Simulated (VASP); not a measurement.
The system is BaTe.

```
Ba Te
1.0
     0.00000    3.41000    3.41000
     3.41000    0.00000    3.41000
     3.41000    3.41000    0.00000
Ba Te
1 1
Cartesian
  0.0000 0.0000 0.0000
  3.4100 3.4100 3.4100
```

- Program: VASP 6.6.1
- Task: relaxation of cell and atoms
- Functional: r2SCAN
- Potentials or basis: VASP PAW PBE potentials, release 64 (Ba_sv, Te)
- Cutoff: 600 eV
- k mesh: 8 × 8 × 8
- Occupations: fermi-dirac, width 0.02 eV
- Spin: no spin polarisation

At the start: pressure 4.5 GPa; volume 39.65 Å³/atom.

Where does the relaxation end?

Over 3 steps the energy falls by 61.2 meV/atom and the volume is 44.46 Å³/atom (+12.1 %); space group Fm-3m (No. 225, to 0.1 Å) before and after.

Step by step:
```tsv
step	energy change (eV)	largest force (eV/Å)	pressure (GPa)	volume (Å³)
1	0.0000	0.0000	4.50	79.30
2	-0.1080	0.0000	-1.17	92.80
3	-0.1225	0.0000	0.02	88.92
```

Final structure:
```cif
data_structure
_symmetry_space_group_name_H-M 'P 1'
_symmetry_Int_Tables_number 1
_cell_length_a 5.0100
_cell_length_b 5.0100
_cell_length_c 5.0100
_cell_angle_alpha 60.000
_cell_angle_beta 60.000
_cell_angle_gamma 60.000
_cell_volume 88.92
loop_
_atom_site_label
_atom_site_type_symbol
_atom_site_fract_x
_atom_site_fract_y
_atom_site_fract_z
_atom_site_occupancy
Ba1 Ba 0.00000 0.00000 0.00000 1
Te1 Te 0.50000 0.50000 0.50000 1
```

Caveat: the PAW data sets were made with another functional, which shifts forces and pressure a little.
